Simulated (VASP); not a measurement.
# MoS2 (P6_3/mmc) in VASP: further runs

The runs below take MoS2 through single point, with PBE, r2SCAN.

Everything below comes from runs of VASP 6.6.1. Logs are shortened: lines on timing, memory, paths and dates and some standing lists are left out, and cuts for length are marked.

**1. The cell of the first run**

The structure is hexagonal, space group P6_3/mmc (No. 194). The conventional cell has a = 3.173 Å, b = 3.173 Å, c = 12.436 Å, α = 90.00°, β = 90.00°, γ = 120.00°. Mo (site symmetry -6m2) has 6 S at 2.40 Å and 6 Mo at 3.17 Å within 3.2 Å. Within 3.2 Å of S (site symmetry 3m) lie 3 Mo at 2.40 Å and 7 S at 3.11 to 3.17 Å.

**2. Single point, PBE**

INCAR reads:

```
PREC = Accurate
ENCUT = 520
EDIFF = 1E-6
ISMEAR = -1
SIGMA = 0.02
LREAL = F
LASPH = T
NELM = 60
ALGO = Normal
ISIF = 2
LWAVE = F
LCHARG = F
GGA = PE
NBANDS = 35
```

KPOINTS reads:

```
regular mesh
0
Gamma
  12 12 2
```

POSCAR reads:

```
MoS2
1.0
    3.1730196207      0.0000000000      0.0000000000
   -1.5865098103      2.7479155982      0.0000000000
    0.0000000000      0.0000000000     12.4359100517
Mo S
2 4
Direct
    0.6666666667      0.3333333333      0.2500000000
    0.3333333333      0.6666666667      0.7500000000
    0.3333333333      0.6666666667      0.3750994232
    0.6666666667      0.3333333333      0.8750994232
    0.3333333333      0.6666666667      0.1249005768
    0.6666666667      0.3333333333      0.6249005768
```

Potentials or basis: VASP PAW PBE potentials, release 64 (Mo_sv, S).

Started as:

```sh
$ cat potpaw_PBE.64/Mo_sv/POTCAR potpaw_PBE.64/S/POTCAR > POTCAR
$ mpirun -np 1 vasp_std > vasp.out
```

OUTCAR:

```text
PREC = Accurate
   ENCUT = 520
   EDIFF = 1E-6
   ISMEAR = -1
   LREAL = F
   LASPH = T
   NELM = 60
   ISIF = 2
   GGA = PE

 ion  position               nearest neighbor table
   1  0.667  0.333  0.250-   3 2.40   5 2.40   3 2.40   5 2.40   3 2.40   5 2.40
   2  0.333  0.667  0.750-   4 2.40   6 2.40   4 2.40   6 2.40   4 2.40   6 2.40
   3  0.333  0.667  0.375-   1 2.40   1 2.40   1 2.40
   4  0.667  0.333  0.875-   2 2.40   2 2.40   2 2.40
   5  0.333  0.667  0.125-   1 2.40   1 2.40   1 2.40
   6  0.667  0.333  0.625-   2 2.40   2 2.40   2 2.40

  LATTYP: Found a hexagonal cell.
 ALAT       =     3.1730196207
 C/A-ratio  =     3.9192666728

  Lattice vectors:

 A1 = (   3.1730196207,   0.0000000000,   0.0000000000)
 A2 = (  -1.5865098103,   2.7479155982,   0.0000000000)
 A3 = (   0.0000000000,   0.0000000000,  12.4359100517)

Analysis of symmetry for initial positions (statically):
=====================================================================
 Subroutine PRICEL returns:
 Original cell was already a primitive cell.

 Routine SETGRP: Setting up the symmetry group for a
 hexagonal supercell.

 Subroutine GETGRP returns: Found 24 space group operations
 (whereof 12 operations were pure point group operations)
 out of a pool of 24 trial point group operations.

The static configuration has the point symmetry D_3d.
 The point group associated with its full space group is D_6h.

Analysis of symmetry for dynamics (positions and initial velocities):
=====================================================================
 Subroutine PRICEL returns:
 Original cell was already a primitive cell.

 Routine SETGRP: Setting up the symmetry group for a
 hexagonal supercell.

 Subroutine GETGRP returns: Found 24 space group operations
 (whereof 12 operations were pure point group operations)
 out of a pool of 24 trial point group operations.

The dynamic configuration has the point symmetry D_3d.
 The point group associated with its full space group is D_6h.

 Subroutine INISYM returns: Found 24 space group operations
 (whereof 12 operations are pure point group operations),
 and found     1 'primitive' translations

----------------------------------------------------------------------------------------

                                     Primitive cell

  volume of cell :     108.4311

  direct lattice vectors                    reciprocal lattice vectors
     3.173019621  0.000000000  0.000000000     0.315157207  0.181956098  0.000000000
    -1.586509810  2.747915598  0.000000000     0.000000000  0.363912196  0.000000000
     0.000000000  0.000000000 12.435910052     0.000000000  0.000000000  0.080412290

  length of vectors
     3.173019621  3.173019621 12.435910052     0.363912196  0.363912196  0.080412290

  position of ions in fractional coordinates (direct lattice)
     0.666666667  0.333333333  0.250000000
     0.333333333  0.666666667  0.750000000
     0.333333333  0.666666667  0.375099423
     0.666666667  0.333333333  0.875099423
     0.333333333  0.666666667  0.124900577
     0.666666667  0.333333333  0.624900577

  ion indices of the primitive-cell ions
   primitive index   ion index
                 1           1
                 2           2
                 3           3
                 4           4
                 5           5
                 6           6

----------------------------------------------------------------------------------------

 KPOINTS: regular mesh

Automatic generation of k-mesh.
 Grid dimensions read from file:
 generate k-points for:   12   12    2

 Generating k-lattice:

  Cartesian coordinates                     Fractional coordinates (reciprocal lattice)
     0.026263101  0.015163008  0.000000000     0.083333333  0.000000000  0.000000000
     0.000000000  0.030326016  0.000000000     0.000000000  0.083333333  0.000000000
     0.000000000  0.000000000  0.040206145     0.000000000  0.000000000  0.500000000

  Length of vectors
     0.030326016  0.030326016  0.040206145

  Shift w.r.t. Gamma in fractional coordinates (k-lattice)
     0.000000000  0.000000000  0.000000000

 Subroutine IBZKPT returns following result:
 ===========================================

 Found     38 irreducible k-points:

 Following reciprocal coordinates:
            Coordinates               Weight
  0.000000  0.000000  0.000000      1.000000
  0.083333 -0.000000  0.000000      6.000000
  0.166667 -0.000000  0.000000      6.000000
  0.250000 -0.000000  0.000000      6.000000
  0.333333 -0.000000  0.000000      6.000000
  0.416667  0.000000  0.000000      6.000000
[... 16 lines left out ...]
  0.250000 -0.000000  0.500000      6.000000
  0.333333 -0.000000  0.500000      6.000000
 [... further k-points ...]
   k-points           NKPTS =     38   k-points in BZ     NKDIM =     38   number of bands    NBANDS=     35
   number of dos      NEDOS =    301   number of ions     NIONS =      6
   total plane-waves  NPLWV =  55296
   dimension x,y,z NGX =    24 NGY =   24 NGZ =   96
   dimension x,y,z NGXF=    48 NGYF=   48 NGZF=  192
   ions per type =               2   4
   NGX,Y,Z   is equivalent  to a cutoff of  12.57, 12.57, 12.83 a.u.
   NGXF,Y,Z  is equivalent  to a cutoff of  25.15, 25.15, 25.67 a.u.
 SYSTEM =  unknown system
   PREC   = accura    normal or accurate (medium, high low for compatibility)
   ISTART =      0    job   : 0-new  1-cont  2-samecut
   ICHARG =      2    charge: 1-file 2-atom 10-const
   ISPIN  =      1    spin polarized calculation?
   LNONCOLLINEAR =      F non collinear calculations
   LSORBIT =      F    spin-orbit coupling
   LASPH  =      T    aspherical Exc in radial PAW
   ENCUT  =  520.0 eV  38.22 Ry    6.18 a.u.   5.90  5.90 23.12*2*pi/ulx,y,z
   NELM   =     60;   NELMIN=  2; NELMDL= -5     # of ELM steps
   EDIFF  = 0.1E-05   stopping-criterion for ELM
   LREAL  =      F    real-space projection
   EDIFFG = 0.1E-04   stopping-criterion for IOM
   NSW    =      0    number of steps for IOM
   IBRION =     -1    ionic relax: 0-MD 1-quasi-New 2-CG
   NFREE  =      0    steps in history (QN), initial steepest desc. (CG)
   ISIF   =      2    stress and relaxation
   ISYM   =      2    0-nonsym 1-usesym 2-fastsym
   POTIM  = 0.5000    time-step for ionic-motion
   TEBEG  =    0.0;   TEEND  =   0.0 temperature during run
   PSTRESS=    0.0 pullay stress
   NELECT =      52.0000    total number of electrons
   NUPDOWN=      -1.0000    fix difference up-down
   EMIN   =  10.00;   EMAX   =-10.00  energy-range for DOS
   EFERMI =   0.00;   METHOD = LEGACY
   ISMEAR =    -1;   SIGMA  =   0.02  broadening in eV -4-tet -1-fermi 0-gaus
   EFERMI_NEDOS =   21; number of points for ismear=-14 and -15
   IALGO  =     38    algorithm
   IMIX   =      4    mixing-type and parameters
     AMIX     =   0.40;   BMIX     =  1.00
     AMIX_MAG =   1.60;   BMIX_MAG =  1.00
  volume/ion in A,a.u.               =      18.07       121.95
  Fermi-wavevector in a.u.,A,eV,Ry     =   1.281420  2.421532 22.341260  1.642036
  Thomas-Fermi vector in A             =   2.413791
   LORBIT       =      0    0 simple, 1 ext, 2 COOP (PROOUT), +10 PAW based schemes
   GGA     = PE    functional components
   LHFCALC =     F    Hartree Fock is set to
   AEXX    =    0.0000 exact exchange contribution
   IVDW    =     0    specifies the selected vdW correction
   LEPSILON=     F    determine dielectric tensor
   LRPA    =     F    only Hartree local field effects (RPA)
 non-spin polarized calculation
  energy-cutoff  :      520.00
  volume of cell :      108.43
 maximum number of plane-waves:      2944
 NGX is ok and might be reduce to    24
   NGX = 11   NGY = 11   NGZ = 47

 number of electron      51.9999999 magnetization

 Free energy of the ion-electron system (eV)
  ---------------------------------------------------
  ext. energy  EPLUGINS =         0.00000000
  ---------------------------------------------------
  free energy    TOTEN  =       -43.63261806 eV

  energy without entropy =      -43.63261806  energy(sigma->0) =      -43.63261806

 E-fermi :   7.7162     XC(G=0): -10.7286

 val. band max:        7.3323329893   @ k =   0.0000   0.0000   0.0000
 cond. band min:       8.2839961393   @ k =   0.1667   0.1667   0.0000
 fundamental gap:      0.9516631501
 Fermi energy:         7.7162395882

 k-point     1 :       0.0000    0.0000    0.0000
  band No.  band energies     occupation
      1     -54.1697      2.00000
      2     -54.1697      2.00000
      3     -28.3185      2.00000
      4     -28.3185      2.00000
      5     -28.1056      2.00000
      6     -28.1056      2.00000
[... 27 lines left out ...]
     34       9.7910      0.00000
     35      12.8689      0.00000

 k-point     2 :       0.0833   -0.0000    0.0000
  band No.  band energies     occupation
      1     -54.1670      2.00000
      2     -54.1670      2.00000
      3     -28.3133      2.00000
      4     -28.3133      2.00000
      5     -28.1321      2.00000
      6     -28.1321      2.00000
[... 27 lines left out ...]
     34       9.6831      0.00000
     35      13.3853      0.00000

 k-point     3 :       0.1667   -0.0000    0.0000
  band No.  band energies     occupation
      1     -54.1599      2.00000
      2     -54.1599      2.00000
      3     -28.2992      2.00000
      4     -28.2991      2.00000
      5     -28.2038      2.00000
      6     -28.2038      2.00000
[... 27 lines left out ...]
     34      10.1172      0.00000
     35      14.3715      0.00000
[... 723 lines left out ...]
 k-point    23 :       0.2500   -0.0000    0.5000
  band No.  band energies     occupation
      1     -54.1501      2.00000
      2     -54.1501      2.00000
      3     -28.3005      2.00000
      4     -28.3005      2.00000
      5     -28.2797      2.00000
      6     -28.2797      2.00000
[... 27 lines left out ...]
     34      10.4964      0.00000
     35      14.7664      0.00000

 k-point    24 :       0.3333   -0.0000    0.5000
  band No.  band energies     occupation
      1     -54.1403      2.00000
      2     -54.1403      2.00000
      3     -28.3958      2.00000
      4     -28.3958      2.00000
      5     -28.2602      2.00000
      6     -28.2602      2.00000
[... 27 lines left out ...]
     34      10.8073      0.00000
     35      14.1116      0.00000

 [... further k-points ...]

------------------------ aborting loop because EDIFF is reached ----------------------------------------

  FORCE on cell =-STRESS in cart. coord.  units (eV):
  Direction    XX          YY          ZZ          XY          YZ          ZX
  --------------------------------------------------------------------------------------
  -------------------------------------------------------------------------------------
  Total        1.2214831      1.2214831      2.1294010      0.0000000      0.0000000     -0.0000000
  in kB       18.0486330     18.0486330     31.4640277      0.0000000      0.0000000     -0.0000000
  external PRESSURE =      22.5204312 kB  Pullay stress =       0.0000000 kB

 VOLUME and BASIS-vectors are now :
 -----------------------------------------------------------------------------
  energy-cutoff  :      520.00
  volume of cell :      108.43
      direct lattice vectors                 reciprocal lattice vectors
     3.173019621  0.000000000  0.000000000     0.315157207  0.181956098  0.000000000
    -1.586509810  2.747915598  0.000000000     0.000000000  0.363912196  0.000000000
     0.000000000  0.000000000 12.435910052     0.000000000  0.000000000  0.080412290

 POSITION                                       TOTAL-FORCE (eV/Angst)
 -----------------------------------------------------------------------------------
      1.58651      0.91597      3.10898         0.000000     -0.000000      0.000000
     -0.00000      1.83194      9.32693        -0.000000      0.000000      0.000000
     -0.00000      1.83194      4.66470         0.000000     -0.000000      0.097820
      1.58651      0.91597     10.88266        -0.000000      0.000000      0.097820
     -0.00000      1.83194      1.55325         0.000000     -0.000000     -0.097820
      1.58651      0.91597      7.77121        -0.000000      0.000000     -0.097820
 -----------------------------------------------------------------------------------
    total drift:                               -0.000000      0.000000     -0.000000

  FREE ENERGIE OF THE ION-ELECTRON SYSTEM (eV)
  ---------------------------------------------------
  free  energy   TOTEN  =       -43.6326180605 eV

  energy  without entropy=      -43.6326180604  energy(sigma->0) =      -43.63261806
```

Wall time 2.3 min (1 thread of Intel Xeon Platinum 8488C (Sapphire Rapids), shared host); peak memory 0.27 GiB.

Results:

| Quantity | Value |
| --- | --- |
| Free energy | -43.6326 eV |
| Pressure | 2.3 GPa |
| Largest force | 0.098 eV/Å |
| Band gap on the k mesh | 0.95 eV (least direct gap 1.64 eV) |

Forces in eV/Å, atoms in the order of the input:
```
Mo   0.000  0.000  0.000
Mo   0.000  0.000  0.000
S    0.000  0.000  0.098
S    0.000  0.000  0.098
S    0.000  0.000 -0.098
S    0.000  0.000 -0.098
```

Levels at points of the mesh, in eV from the valence-band top:
```tsv
k point	band 24	band 25	band 26	band 27	band 28	band 29
(0.00, 0.00, 0.00)	-1.25	-1.08	0.00	2.11	2.11	2.14
(0.50, 0.00, 0.00)	-1.56	-1.37	-1.26	1.60	1.64	2.02
(0.00, 0.00, 0.50)	-2.18	-0.27	-0.27	2.12	2.12	2.12
(0.50, 0.00, 0.50)	-1.65	-1.31	-1.31	1.62	1.62	2.15
```

Caveat: this functional lacks dispersion, which binds layers or chains, so the pressure and a relaxed spacing across them are unreliable. A k mesh can miss the band edges.

**3. Single point, PBE (uniaxial z strain +1.5%)**

INCAR reads:

```
PREC = Accurate
ENCUT = 520
EDIFF = 1E-7
ISMEAR = -1
SIGMA = 0.02
LREAL = False
LASPH = True
NELM = 80
ALGO = Normal
ISIF = 2
LWAVE = False
LCHARG = False
GGA = PE
NBANDS = 35
```

KPOINTS is that of step 2.

POSCAR reads:

```
MoS2
1.0
    3.1730196207      0.0000000000      0.0000000000
   -1.5865098103      2.7479155982      0.0000000000
    0.0000000000      0.0000000000     12.6236922935
Mo S
2 4
Direct
    0.6666666667      0.3333333333      0.2500000000
    0.3333333333      0.6666666667      0.7500000000
    0.3333333333      0.6666666667      0.3733409620
    0.6666666667      0.3333333333      0.8733409620
    0.3333333333      0.6666666667      0.1266590380
    0.6666666667      0.3333333333      0.6266590380
```

Potentials or basis: VASP PAW PBE potentials, release 64 (Mo_sv, S).

Started as:

```sh
$ cat potpaw_PBE.64/Mo_sv/POTCAR potpaw_PBE.64/S/POTCAR > POTCAR
$ mpirun -np 1 vasp_std > vasp.out
```

Run time: 2.6 min. Hardware: 1 thread of Intel Xeon Platinum 8488C (Sapphire Rapids), shared host; peak memory 0.27 GiB.

It converged, with:

```
Free energy            : -43.6538 eV
Pressure               : 2.0 GPa
Largest force          : 0.097 eV/Å
Band gap on the k mesh : 1.03 eV (least direct gap 1.65 eV)
```

Forces in eV/Å, atoms in the order of the input:
```
Mo   0.000  0.000  0.000
Mo   0.000  0.000  0.000
S    0.000  0.000  0.097
S    0.000  0.000  0.097
S    0.000  0.000 -0.097
S    0.000  0.000 -0.097
```

Stress tensor (GPa, compression positive):
```
1.66 0.00 0.00
0.00 1.66 0.00
0.00 0.00 2.56
```

Levels at points of the mesh, in eV from the valence-band top:
```csv
k point,band 22,band 23,band 24,band 25,band 26,band 27,band 28,band 29,band 30,band 31
"(0.00, 0.00, 0.00)",-2.10,-2.10,-1.31,-1.01,0.00,2.18,2.18,2.19,2.19,2.38
"(0.50, 0.00, 0.00)",-2.42,-1.65,-1.51,-1.30,-1.21,1.66,1.70,2.09,2.30,2.99
"(0.00, 0.00, 0.50)",-2.11,-2.11,-2.11,-0.27,-0.27,2.18,2.18,2.18,2.18,2.45
"(0.50, 0.00, 0.50)",-2.52,-1.58,-1.58,-1.25,-1.25,1.68,1.68,2.20,2.20,3.30
```

Caveat: the cell differs from its parent crystal (uniaxial z strain +1.5%); this functional lacks dispersion, which binds layers or chains, so the pressure and a relaxed spacing across them are unreliable. A k mesh can miss the band edges.

**4. Single point, r2SCAN**

POSCAR reads:

```
MoS2
1.0
    3.1730196207      0.0000000000      0.0000000000
   -1.5865098103      2.7479155982      0.0000000000
    0.0000000000      0.0000000000     12.4359100517
Mo S
2 4
Direct
    0.6666666667      0.3333333333      0.2500000000
    0.3333333333      0.6666666667      0.7500000000
    0.3333333333      0.6666666667      0.3750994232
    0.6666666667      0.3333333333      0.8750994232
    0.3333333333      0.6666666667      0.1249005768
    0.6666666667      0.3333333333      0.6249005768
```

INCAR.step1 reads:

```
  PREC = Accurate
  ENCUT = 520
  ISMEAR = 0
  SIGMA = 0.01
  LREAL = F
  LASPH = T
  NELM = 80
  NBANDS = 35
  GGA = PE
  ALGO = Normal
  EDIFF = 1E-4
  LWAVE = T
  LCHARG = F
```

INCAR.step2 reads:

```
  PREC = Accurate
  ENCUT = 520
  EDIFF = 1E-6
  ISMEAR = 0
  SIGMA = 0.01
  LREAL = F
  LASPH = T
  NELM = 80
  ALGO = Normal
  ISIF = 2
  LWAVE = F
  LCHARG = T
  METAGGA = R2SCAN
  LMIXTAU = T
  LELF = T
  LVHAR = T
  NBANDS = 35
  ISTART = 1
```

KPOINTS is that of step 3.

Started as:

```sh
$ cat potpaw_PBE.64/Mo_sv/POTCAR potpaw_PBE.64/S/POTCAR > POTCAR
$ cp INCAR.step1 INCAR
$ mpirun -np 1 vasp_std > vasp.out
$ cp INCAR.step2 INCAR
$ mpirun -np 1 vasp_std > vasp.out
```

It took 7.1 min on 1 thread of Intel Xeon Platinum 8488C (Sapphire Rapids), shared host; peak memory 0.3 GiB.

Results (log left out):

```
Free energy            : -90.0614 eV
Pressure               : 1.2 GPa
Largest force          : 0.051 eV/Å
Band gap on the k mesh : 1.05 eV (least direct gap 1.75 eV)
```

Forces on the atoms (eV/Å):
```
Mo   0.000  0.000  0.000
Mo   0.000  0.000  0.000
S    0.000  0.000 -0.051
S    0.000  0.000 -0.051
S    0.000  0.000  0.051
S    0.000  0.000  0.051
```

Stress tensor (GPa, compression positive):
```
1.28 0.00 0.00
0.00 1.28 0.00
0.00 0.00 1.05
```

Levels at points of the mesh, in eV from the valence-band top:
| k point | band 23 | band 24 | band 25 | band 26 | band 27 | band 28 | band 29 | band 30 |
| --- | --- | --- | --- | --- | --- | --- | --- | --- |
| (0.00, 0.00, 0.00) | -2.31 | -1.37 | -1.11 | 0.00 | 2.25 | 2.25 | 2.27 | 2.27 |
| (0.50, 0.00, 0.00) | -1.88 | -1.71 | -1.43 | -1.32 | 1.70 | 1.75 | 2.13 | 2.37 |
| (0.00, 0.00, 0.50) | -2.33 | -2.33 | -0.29 | -0.29 | 2.26 | 2.26 | 2.26 | 2.26 |
| (0.50, 0.00, 0.50) | -1.79 | -1.79 | -1.37 | -1.37 | 1.72 | 1.72 | 2.26 | 2.26 |

Caveat: the PAW data sets were made with another functional, which shifts forces and pressure a little. A k mesh can miss the band edges.

(Continued in part 2 of 2.)
